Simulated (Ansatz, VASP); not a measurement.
One calculation of MgS, two programs

File POSCAR:

```
MgS
1.0
    0.0000000000      2.8331200450      2.8331200450
    2.8331200450      0.0000000000      2.8331200450
    2.8331200450      2.8331200450      0.0000000000
S Mg
1 1
Direct
    0.7500000000      0.7500000000      0.7500000000
    0.0000000000      0.0000000000      0.0000000000
```

INCAR.step1

```
SYSTEM = MgS
PREC     = Accurate       ! precision mode
ENCUT    = 580            ! plane-wave cutoff, eV
EDIFF    = 1E-5           ! SCF threshold, eV
ISMEAR   = 0              ! smearing method
SIGMA    = 0.01           ! smearing width, eV
LREAL    = .False.        ! projectors in reciprocal space
LASPH    = .True.         ! aspherical terms in the spheres
NELM     = 120            ! most SCF steps
ALGO     = Normal         ! electronic algorithm
ISIF     = 2              ! what is computed and relaxed
LWAVE    = .True.         ! write WAVECAR
LCHARG   = .False.        ! write CHGCAR
NBANDS   = 11             ! bands
GGA      = PE             ! functional
GGA_COMPAT= .False.
```

The input INCAR.step2:

```
SYSTEM = MgS
PREC     = Accurate       ! precision mode
ENCUT    = 580            ! plane-wave cutoff, eV
EDIFF    = 1E-6           ! SCF threshold, eV
ISMEAR   = 0              ! smearing method
SIGMA    = 0.01           ! smearing width, eV
LREAL    = .False.        ! projectors in reciprocal space
LASPH    = .True.         ! aspherical terms in the spheres
NELM     = 120            ! most SCF steps
ALGO     = Normal         ! electronic algorithm
ISIF     = 2              ! what is computed and relaxed
LWAVE    = .False.        ! write WAVECAR
LCHARG   = .False.        ! write CHGCAR
METAGGA  = R2SCAN         ! meta-GGA
LHFCALC  = .True.         ! exact exchange
AEXX     = 0.1            ! exact-exchange fraction
LMIXTAU  = .True.       
PRECFOCK = Normal       
IVDW     = 12             ! dispersion correction
VDW_S6   = 1.0          
VDW_S8   = 1.1236       
VDW_A1   = 0.4709       
VDW_A2   = 5.9157       
NBANDS   = 11             ! bands
ISTART   = 1            
GGA_COMPAT= .False.
```

File KPOINTS:

```
regular mesh
0
Gamma
  4 4 4
  0 0 0
```

Contents of input.yaml:

```yaml
crystal:
  lattice: { a: 5.66624009, b: 5.66624009, c: 5.66624009, alpha: 90.0, beta: 90.0, gamma: 90.0 }
  space_group: 216
  reduce_to_primitive: true
  atoms:
    - { symbol: S, wyckoff: "4d", position: [0.25, 0.25, 0.75] }
    - { symbol: Mg, wyckoff: "4a", position: [0.0, 0.0, 0.0] }
hamiltonian:
  xc: r2scanh
  pseudopotentials: { kind: nc }
  dispersion: d3bj
kpoints:
  mp_grid: { grid: [4, 4, 4] }
scf:
  occupations: { method: fixed }
  n_extra_bands: 12
output:
  eigenvalues: true
  optics: { e_range: [0, 14], sigma: 0.05 }
```

Alike in both runs: functional r2SCANh; dispersion D3(BJ); k mesh 4 × 4 × 4; no spin polarisation.

|  | VASP | Ansatz |
| --- | --- | --- |
| version | VASP 6.6.1 | Ansatz 0.2.0 |
| potentials or method | VASP PAW PBE potentials, release 64 (S, Mg) | Ansatz NC |
| plane-wave cutoff (eV) | 580 | 1143 |
| occupations | gaussian, width 0.01 eV | fixed |
| valence electrons in the cell | 8 | 16 |
| task | single point | optical spectrum |

VASP gave:

* gap on the k mesh at the Fermi level (eV): 4.71
* least direct gap on the mesh (eV): 4.71

Problem. Which values does Ansatz return?

Solution. gap on the k mesh at the Fermi level (eV): 4.74; least direct gap on the mesh (eV): 4.74.

VASP's potentials were made for PBE, not for r2SCANh. VASP's potentials hold 8 valence electrons a cell and Ansatz's 16, so a difference there can come from the potentials and not from the codes.

The k mesh is coarse, so the values compare programs but aren't converged. Noted on Ansatz's run: this version of the program is known to err on some quantities of such runs, which are left out of the summary and shouldn't be taken from the log.
